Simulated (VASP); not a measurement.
# LaTaTl3 (Pm-3m) in VASP: single point with PBE

Aim: the single point of LaTaTl3 with PBE.

Program: VASP 6.6.1. These are calculated values, not measurements. Logs are shortened: lines on timing, memory, paths and dates and some standing lists are left out, and cuts for length are marked.

## 1. The cell of the first run

It takes space group Pm-3m (No. 221, cubic). Conventional cell: a = 5.226 Å, b = 5.226 Å, c = 5.226 Å, α = 90.00°, β = 90.00°, γ = 90.00°. La (site symmetry m-3m) has 6 Tl at 2.61 Å within 3.4 Å. Within 4.9 Å of Ta (site symmetry m-3m) lie 12 Tl at 3.70 Å and 8 La at 4.53 Å. Tl (site symmetry 4/mmm) has 2 La at 2.61 Å within 3.4 Å.

## 2. Single point, PBE

The input, INCAR:

```
SYSTEM = LaTaTl3
ALGO = Normal ; EDIFF = 1E-7
ENCUT = 520 ; GGA = PE
ISIF = 2 ; ISMEAR = 0
LASPH = .True. ; LCHARG = .True.
LELF = .True. ; LREAL = .False.
LVHAR = .True. ; LWAVE = .False.
NBANDS = 38 ; NELM = 60
PREC = Accurate ; SIGMA = 0.1
```

The input, KPOINTS:

```
k-points
0
Gamma
  4 4 4
  0 0 0
```

The input, POSCAR:

```
LaTaTl3
1.0
    5.2260716200      0.0000000000      0.0000000000
    0.0000000000      5.2260716200      0.0000000000
    0.0000000000      0.0000000000      5.2260716200
La Ta Tl
1 1 3
Direct
    0.5000000000      0.5000000000      0.5000000000
    0.0000000000      0.0000000000      0.0000000000
    0.0000000000      0.5000000000      0.5000000000
    0.5000000000      0.0000000000      0.5000000000
    0.5000000000      0.5000000000      0.0000000000
```

Potentials or basis: VASP PAW PBE potentials, release 64 (La, Ta_pv, Tl_d).

Started as:

```bash
$ cat potpaw_PBE.64/La/POTCAR potpaw_PBE.64/Ta_pv/POTCAR potpaw_PBE.64/Tl_d/POTCAR > POTCAR
$ mpirun -np 1 vasp_std > vasp.out
```

OUTCAR:

```text
SYSTEM = LaTaTl3
   EDIFF = 1E-7
   ENCUT = 520
   GGA = PE
   ISIF = 2
   ISMEAR = 0
   LASPH = .True.
   LREAL = .False.
   NELM = 60
   PREC = Accurate

 ion  position               nearest neighbor table
   1  0.500  0.500  0.500-   3 2.61   4 2.61   5 2.61   5 2.61   4 2.61   3 2.61
   2  0.000  0.000  0.000-   3 3.70   4 3.70   5 3.70   3 3.70   4 3.70   3 3.70   5 3.70   3 3.70
                             4 3.70   5 3.70   4 3.70   5 3.70
   3  0.000  0.500  0.500-   1 2.61   1 2.61   4 3.70   5 3.70   2 3.70   5 3.70   2 3.70   4 3.70
                             2 3.70   2 3.70   4 3.70   5 3.70   5 3.70   4 3.70
   4  0.500  0.000  0.500-   1 2.61   1 2.61   3 3.70   5 3.70   2 3.70   5 3.70   2 3.70   3 3.70
                             5 3.70   5 3.70   2 3.70   3 3.70   2 3.70   3 3.70
   5  0.500  0.500  0.000-   1 2.61   1 2.61   3 3.70   4 3.70   2 3.70   3 3.70   4 3.70   2 3.70
                             4 3.70   4 3.70   2 3.70   3 3.70   3 3.70   2 3.70

  LATTYP: Found a simple cubic cell.
 ALAT       =     5.2260716200

  Lattice vectors:

 A1 = (   5.2260716200,   0.0000000000,   0.0000000000)
 A2 = (   0.0000000000,   5.2260716200,   0.0000000000)
 A3 = (   0.0000000000,   0.0000000000,   5.2260716200)

Analysis of symmetry for initial positions (statically):
=====================================================================
 Subroutine PRICEL returns:
 Original cell was already a primitive cell.

 Routine SETGRP: Setting up the symmetry group for a
 simple cubic supercell.

 Subroutine GETGRP returns: Found 48 space group operations
 (whereof 48 operations were pure point group operations)
 out of a pool of 48 trial point group operations.

The static configuration has the point symmetry O_h .

Analysis of symmetry for dynamics (positions and initial velocities):
=====================================================================
 Subroutine PRICEL returns:
 Original cell was already a primitive cell.

 Routine SETGRP: Setting up the symmetry group for a
 simple cubic supercell.

 Subroutine GETGRP returns: Found 48 space group operations
 (whereof 48 operations were pure point group operations)
 out of a pool of 48 trial point group operations.

The dynamic configuration has the point symmetry O_h .

 Subroutine INISYM returns: Found 48 space group operations
 (whereof 48 operations are pure point group operations),
 and found     1 'primitive' translations

----------------------------------------------------------------------------------------

                                     Primitive cell

  volume of cell :     142.7336

  direct lattice vectors                    reciprocal lattice vectors
     5.226071620  0.000000000  0.000000000     0.191348315  0.000000000  0.000000000
     0.000000000  5.226071620  0.000000000     0.000000000  0.191348315  0.000000000
     0.000000000  0.000000000  5.226071620     0.000000000  0.000000000  0.191348315

  length of vectors
     5.226071620  5.226071620  5.226071620     0.191348315  0.191348315  0.191348315

  position of ions in fractional coordinates (direct lattice)
     0.500000000  0.500000000  0.500000000
     0.000000000  0.000000000  0.000000000
     0.000000000  0.500000000  0.500000000
     0.500000000  0.000000000  0.500000000
     0.500000000  0.500000000  0.000000000

  ion indices of the primitive-cell ions
   primitive index   ion index
                 1           1
                 2           2
                 3           3
                 4           4
                 5           5

----------------------------------------------------------------------------------------

 KPOINTS: k-points

Automatic generation of k-mesh.
 Grid dimensions read from file:
 generate k-points for:    4    4    4

 Generating k-lattice:

  Cartesian coordinates                     Fractional coordinates (reciprocal lattice)
     0.047837079  0.000000000  0.000000000     0.250000000  0.000000000  0.000000000
     0.000000000  0.047837079  0.000000000     0.000000000  0.250000000  0.000000000
     0.000000000  0.000000000  0.047837079     0.000000000  0.000000000  0.250000000

  Length of vectors
     0.047837079  0.047837079  0.047837079

  Shift w.r.t. Gamma in fractional coordinates (k-lattice)
     0.000000000  0.000000000  0.000000000

 Subroutine IBZKPT returns following result:
 ===========================================

 Found     10 irreducible k-points:

 Following reciprocal coordinates:
            Coordinates               Weight
  0.000000  0.000000  0.000000      1.000000
  0.250000  0.000000  0.000000      6.000000
  0.500000  0.000000  0.000000      3.000000
  0.250000  0.250000  0.000000     12.000000
  0.500000  0.250000  0.000000     12.000000
  0.500000  0.500000  0.000000      3.000000
  0.250000  0.250000  0.250000      8.000000
  0.500000  0.250000  0.250000     12.000000
  0.500000  0.500000  0.250000      6.000000
  0.500000  0.500000  0.500000      1.000000
   k-points           NKPTS =     10   k-points in BZ     NKDIM =     10   number of bands    NBANDS=     38
   number of dos      NEDOS =    301   number of ions     NIONS =      5
   total plane-waves  NPLWV =  64000
   dimension x,y,z NGX =    40 NGY =   40 NGZ =   40
   dimension x,y,z NGXF=    80 NGYF=   80 NGZF=   80
   ions per type =               1   1   3
   NGX,Y,Z   is equivalent  to a cutoff of  12.72, 12.72, 12.72 a.u.
   NGXF,Y,Z  is equivalent  to a cutoff of  25.45, 25.45, 25.45 a.u.
 SYSTEM =  LaTaTl3
   PREC   = accura    normal or accurate (medium, high low for compatibility)
   ISTART =      0    job   : 0-new  1-cont  2-samecut
   ICHARG =      2    charge: 1-file 2-atom 10-const
   ISPIN  =      1    spin polarized calculation?
   LNONCOLLINEAR =      F non collinear calculations
   LSORBIT =      F    spin-orbit coupling
   LASPH  =      T    aspherical Exc in radial PAW
   ENCUT  =  520.0 eV  38.22 Ry    6.18 a.u.   9.72  9.72  9.72*2*pi/ulx,y,z
   NELM   =     60;   NELMIN=  2; NELMDL= -5     # of ELM steps
   EDIFF  = 0.1E-06   stopping-criterion for ELM
   LREAL  =      F    real-space projection
   EDIFFG = 0.1E-05   stopping-criterion for IOM
   NSW    =      0    number of steps for IOM
   IBRION =     -1    ionic relax: 0-MD 1-quasi-New 2-CG
   NFREE  =      0    steps in history (QN), initial steepest desc. (CG)
   ISIF   =      2    stress and relaxation
   ISYM   =      2    0-nonsym 1-usesym 2-fastsym
   POTIM  = 0.5000    time-step for ionic-motion
   TEBEG  =    0.0;   TEEND  =   0.0 temperature during run
   PSTRESS=    0.0 pullay stress
   NELECT =      61.0000    total number of electrons
   NUPDOWN=      -1.0000    fix difference up-down
   EMIN   =  10.00;   EMAX   =-10.00  energy-range for DOS
   EFERMI =   0.00;   METHOD = LEGACY
   ISMEAR =     0;   SIGMA  =   0.10  broadening in eV -4-tet -1-fermi 0-gaus
   EFERMI_NEDOS =   21; number of points for ismear=-14 and -15
   IALGO  =     38    algorithm
   IMIX   =      4    mixing-type and parameters
     AMIX     =   0.40;   BMIX     =  1.00
     AMIX_MAG =   1.60;   BMIX_MAG =  1.00
  volume/ion in A,a.u.               =      28.55       192.64
  Fermi-wavevector in a.u.,A,eV,Ry     =   1.233132  2.330281 20.689202  1.520613
  Thomas-Fermi vector in A             =   2.367874
   LORBIT       =      0    0 simple, 1 ext, 2 COOP (PROOUT), +10 PAW based schemes
   GGA     = PE    functional components
   LHFCALC =     F    Hartree Fock is set to
   AEXX    =    0.0000 exact exchange contribution
   IVDW    =     0    specifies the selected vdW correction
   LEPSILON=     F    determine dielectric tensor
   LRPA    =     F    only Hartree local field effects (RPA)
 non-spin polarized calculation
 Gauss-broadening in eV      SIGMA  =   0.10
  energy-cutoff  :      520.00
  volume of cell :      142.73
 maximum number of plane-waves:      3887
 NGX is ok and might be reduce to    40
   NGX = 19   NGY = 19   NGZ = 19

 number of electron      60.9999989 magnetization

 Free energy of the ion-electron system (eV)
  ---------------------------------------------------
  ext. energy  EPLUGINS =         0.00000000
  ---------------------------------------------------
  free energy    TOTEN  =       -12.05090196 eV

  energy without entropy =      -12.01776863  energy(sigma->0) =      -12.03433530

 E-fermi :   6.4057     XC(G=0): -10.2030

 val. band max:        6.3870088417   @ k =   0.2500   0.2500   0.0000
 cond. band min:       6.5224929410   @ k =   0.5000   0.5000   0.0000
 fundamental gap:      0.1354840993
 Fermi energy:         6.4056681866

 k-point     1 :       0.0000    0.0000    0.0000
  band No.  band energies     occupation
      1     -29.4302      2.00000
      2     -29.4302      2.00000
      3     -29.4302      2.00000
      4     -26.0329      2.00000
      5     -10.3181      2.00000
      6     -10.3181      2.00000
[... 30 lines left out ...]
     37       8.1192      0.00000
     38       8.9843      0.00000

 k-point     2 :       0.2500    0.0000    0.0000
  band No.  band energies     occupation
      1     -29.4304      2.00000
      2     -29.4302      2.00000
      3     -29.4302      2.00000
      4     -26.0157      2.00000
      5     -10.8403      2.00000
      6     -10.3493      2.00000
[... 30 lines left out ...]
     37       8.5039      0.00000
     38       8.6678      0.00000

 k-point     3 :       0.5000    0.0000    0.0000
  band No.  band energies     occupation
      1     -29.4306      2.00000
      2     -29.4302      2.00000
      3     -29.4302      2.00000
      4     -25.9983      2.00000
      5     -11.2542      2.00000
      6     -10.3798      2.00000
[... 30 lines left out ...]
     37       8.6980      0.00000
[... 207 lines left out ...]
 k-point     9 :       0.5000    0.5000    0.2500
  band No.  band energies     occupation
      1     -29.4305      2.00000
      2     -29.4305      2.00000
      3     -29.4303      2.00000
      4     -25.9458      2.00000
      5     -11.3130      2.00000
      6     -11.3130      2.00000
[... 30 lines left out ...]
     37       8.2264      0.00000
     38       9.0951      0.00000

 k-point    10 :       0.5000    0.5000    0.5000
  band No.  band energies     occupation
      1     -29.4305      2.00000
      2     -29.4305      2.00000
      3     -29.4305      2.00000
      4     -25.9282      2.00000
      5     -11.3324      2.00000
      6     -11.3324      2.00000
[... 30 lines left out ...]
     37       7.1676      0.00000
     38       9.3892      0.00000

------------------------ aborting loop because EDIFF is reached ----------------------------------------

  FORCE on cell =-STRESS in cart. coord.  units (eV):
  Direction    XX          YY          ZZ          XY          YZ          ZX
  --------------------------------------------------------------------------------------
  -------------------------------------------------------------------------------------
  Total       16.5288327     16.5288327     16.5288327      0.0000000      0.0000000      0.0000000
  in kB      185.5353620    185.5353620    185.5353620      0.0000000      0.0000000      0.0000000
  external PRESSURE =     185.5353620 kB  Pullay stress =       0.0000000 kB

 VOLUME and BASIS-vectors are now :
 -----------------------------------------------------------------------------
  energy-cutoff  :      520.00
  volume of cell :      142.73
      direct lattice vectors                 reciprocal lattice vectors
     5.226071620  0.000000000  0.000000000     0.191348315  0.000000000  0.000000000
     0.000000000  5.226071620  0.000000000     0.000000000  0.191348315  0.000000000
     0.000000000  0.000000000  5.226071620     0.000000000  0.000000000  0.191348315

 POSITION                                       TOTAL-FORCE (eV/Angst)
 -----------------------------------------------------------------------------------
      2.61304      2.61304      2.61304         0.000000      0.000000      0.000000
      0.00000      0.00000      0.00000         0.000000      0.000000      0.000000
      0.00000      2.61304      2.61304         0.000000      0.000000      0.000000
      2.61304      0.00000      2.61304         0.000000      0.000000      0.000000
      2.61304      2.61304      0.00000         0.000000      0.000000      0.000000
 -----------------------------------------------------------------------------------
    total drift:                                0.000000     -0.000000     -0.000000

  FREE ENERGIE OF THE ION-ELECTRON SYSTEM (eV)
  ---------------------------------------------------
  free  energy   TOTEN  =       -12.0509019627 eV

  energy  without entropy=      -12.0177686286  energy(sigma->0) =      -12.03433530
```

Wall time 7.4 min (1 thread of AMD EPYC 7R13 (Zen 3), shared host); peak memory 0.24 GiB.

What came out:

```
Free energy : -12.0509 eV
Pressure    : 18.6 GPa
```

Levels at points of the mesh, in eV from the Fermi level:
```csv
k point,band 29,band 30,band 31,band 32,band 33,band 34
"(0.00, 0.00, 0.00)",0.12,0.12,0.12,0.26,0.26,0.42
"(0.50, 0.00, 0.00)",-0.85,-0.45,-0.45,-0.29,0.16,0.60
"(0.50, 0.50, 0.00)",-0.57,-0.40,0.12,0.36,0.59,0.59
"(0.50, 0.50, 0.50)",-1.08,-0.58,-0.42,-0.42,0.51,0.51
```

Caveat: spin-orbit coupling is left out, which moves the levels of the heavy elements.
